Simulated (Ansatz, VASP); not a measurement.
# ZnC3: VASP beside Ansatz

```
CELL_PARAMETERS angstrom
0.00000 3.40728 3.40728
3.40728 0.00000 3.40728
3.40728 3.40728 0.00000
ATOMIC_POSITIONS crystal
Zn 0.00000 0.00000 0.00000
Zn 0.25000 0.25000 0.25000
C 0.62500 0.62500 0.62500
C 0.62500 0.62500 0.12500
C 0.62500 0.12500 0.62500
C 0.12500 0.62500 0.62500
C 0.75000 0.75000 0.75000
C 0.50000 0.50000 0.50000
```

Alike in both runs: functional PBE; k mesh 4 × 4 × 4; occupations gaussian, width 0.1 eV; no spin polarisation.

Ansatz relaxed the structure, and its values are those at the end. VASP's run is a single point on that final structure, the one shown.

```csv
,VASP,Ansatz
version,VASP 6.6.1,Ansatz 0.2.0
potentials or method,"VASP PAW PBE potentials, release 64 (Zn, C), cutoff 520 eV","scalar-relativistic, plane waves, PAW"
valence electrons in the cell,48,48
```

Ansatz gave:

| Property | Result |
| --- | --- |
| gap on the k mesh at the Fermi level (eV) | 0.33 |
| least direct gap on the mesh (eV) | 0.61 |
| pressure (GPa) | 0.0 |

Q: Which values does VASP return?

A: gap on the k mesh at the Fermi level (eV): 0.33; least direct gap on the mesh (eV): 0.61; pressure (GPa): 0.3.
